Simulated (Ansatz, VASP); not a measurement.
# One calculation of HfO2, two programs

```xyz
6
Lattice="3.6043 0.0000 0.0000 0.0000 3.6043 0.0000 0.0000 0.0000 5.2640" Properties=species:S:1:pos:R:3 pbc="T T T"
Hf    1.8022    1.8022    2.6320
Hf    0.0000    0.0000    0.0000
O     0.0000    1.8022    3.6493
O     1.8022    0.0000    4.2467
O     1.8022    0.0000    1.6147
O     0.0000    1.8022    1.0173
```

Alike in both runs: task single point; functional PBE; k mesh 6 × 6 × 4; occupations gaussian, width 0.05 eV; no spin polarisation.

```csv
,VASP,Ansatz
version,VASP 6.6.1,Ansatz 0.2.0
potentials or method,"VASP PAW PBE potentials, release 64 (Hf_pv, O), cutoff 520 eV","scalar-relativistic, plane waves, PAW"
valence electrons in the cell,44,76
```

VASP gave:

| Quantity | Value |
| --- | --- |
| gap on the k mesh at the Fermi level (eV) | 4.65 |
| least direct gap on the mesh (eV) | 4.72 |
| pressure (GPa) | -3.1 |
| traceless stress, the component that is largest in VASP (GPa) | 0.12 |
| rms of the force components (eV/Å) | 0.023 |

**Question.** What did Ansatz give for the same quantities?

**Answer.** gap on the k mesh at the Fermi level (eV): 4.67; least direct gap on the mesh (eV): 4.73; pressure (GPa): 0.0; traceless stress, the component that is largest in VASP (GPa): 0.00; rms of the force components (eV/Å): 0.000.

Atom by atom the forces differ by 0.023 eV/Å (rms over components). The functional is the same, so the differences come from potentials, cutoffs and numerics. VASP's potentials hold 44 valence electrons a cell and Ansatz's 76, so a difference there can come from the potentials and not from the codes.

Neither program's run includes spin-orbit coupling.
